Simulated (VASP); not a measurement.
**Ca2W: relaxation of cell and atoms with PBE**

Crystal: Ca2W.

```
Ca W
1.0
     0.00000    4.18077    4.18077
     4.18077    0.00000    4.18077
     4.18077    4.18077    0.00000
Ca W
4 2
Direct
  0.62500 0.62500 0.62500
  0.12500 0.62500 0.62500
  0.62500 0.62500 0.12500
  0.62500 0.12500 0.62500
  0.00000 0.00000 0.00000
  0.25000 0.25000 0.25000
```

```
Program                : VASP 6.6.1
Task                   : relaxation of cell and atoms
Functional             : PBE
Potentials or basis    : VASP PAW PBE potentials, release 64 (Ca_sv, W_sv)
Cutoff                 : 600 eV
k mesh                 : 8 × 8 × 8
Occupations            : gaussian, width 0.1 eV
Spin                   : no spin polarisation
Dipole correction      : no
Further INCAR settings : ALGO = Fast; EDIFF = 1e-07; IBRION = 2; EDIFFG = -0.01; NSW = 100; ISIF = 3
```

```json
{
  "Relaxed volume": "24.52 Å³/atom",
  "Relaxed cell": "a = 5.926 Å, b = 5.926 Å, c = 5.926 Å, α = 60.00°, β = 60.00°, γ = 60.00°",
  "Space group after relaxing (to 0.1 Å)": "Fd-3m (No. 227)",
  "Energy gained by relaxing": "0.2 meV/atom",
  "Ionic steps": "2",
  "Pressure after relaxing": "0.0 GPa",
  "Band gap on the k mesh": "zero (bands 34 and 35 overlap by 0.34 eV)"
}
```

Step by step:
| step | energy change (eV) | largest force (eV/Å) | pressure (GPa) | volume (Å³) |
| --- | --- | --- | --- | --- |
| 1 | 0.0000 | 0.0000 | 0.31 | 146.15 |
| 2 | -0.0010 | 0.0000 | 0.02 | 147.14 |

Final structure:
```
Ca W
1.0
     0.00000    4.19017    4.19017
     4.19017    0.00000    4.19017
     4.19017    4.19017    0.00000
Ca W
4 2
Direct
  0.62500 0.62500 0.62500
  0.12500 0.62500 0.62500
  0.62500 0.62500 0.12500
  0.62500 0.12500 0.62500
  0.00000 0.00000 0.00000
  0.25000 0.25000 0.25000
```

Levels at points of the mesh, in eV from the Fermi level:
```
           k point  band 30  band 31  band 32  band 33  band 34  band 35  band 36  band 37  band 38  band 39
(0.00, 0.00, 0.00)    -0.71    -0.71    -0.17    -0.17    -0.17    -0.04    -0.04    -0.04     0.72     0.72
(0.50, 0.00, 0.00)    -0.64    -0.64    -0.11    -0.11    -0.04     0.26     0.26     0.74     1.15     1.15
(0.50, 0.50, 0.00)    -0.71    -0.18    -0.18    -0.17    -0.17    -0.06    -0.06     0.28     0.28     1.35
```

It took 7.3 min on 1 thread of Intel(R) Xeon(R) 6975P-C (Granite Rapids), on a shared host, peak memory 0.44 GiB.

Caveat: spin-orbit coupling is left out, which moves the levels of the heavy elements.
